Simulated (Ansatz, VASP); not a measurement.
## Two plane-wave programs on GaAs

```
Ga As
1.0
     3.91869    0.00000    0.00000
     0.00000   12.21726    0.00000
     0.00000    0.00000    5.68996
Ga As
6 6
Direct
  0.00000 0.65231 0.11960
  0.50000 0.84769 0.88040
  0.00000 0.00000 0.38106
  0.50000 0.15231 0.88040
  0.00000 0.34769 0.11960
  0.50000 0.50000 0.61894
  0.50000 0.65231 0.88040
  0.00000 0.84769 0.11960
  0.50000 0.00000 0.61894
  0.00000 0.15231 0.11960
  0.50000 0.34769 0.88040
  0.00000 0.50000 0.38106
```

Alike in both runs: task relaxation of cell and atoms; functional PBE; k mesh 4 × 2 × 4; occupations gaussian, width 0.1 eV; no spin polarisation.

|  | VASP | Ansatz |
| --- | --- | --- |
| version | VASP 6.6.1 | Ansatz 0.2.0 |
| potentials or method | VASP PAW PBE potentials, release 64 (Ga_d, As), cutoff 600 eV | scalar-relativistic, plane waves, PAW |
| valence electrons in the cell | 108 | 168 |

```csv
,VASP,Ansatz,Ansatz less VASP
"gap on the k mesh at the Fermi level, each at its own relaxed structure (eV)",0.05,0.03,-0.018
relaxed volume (Å³/atom),26.31,26.22,-0.090
relaxed length of the cell vector where the two differ most in proportion (Å),6.184,6.159,-0.0249
```

VASP's potentials hold 108 valence electrons a cell and Ansatz's 168, so a difference there can come from the potentials and not from the codes.

Noted on VASP's run: the volume moved by over 15 % at a fixed basis, so the end points are rough.
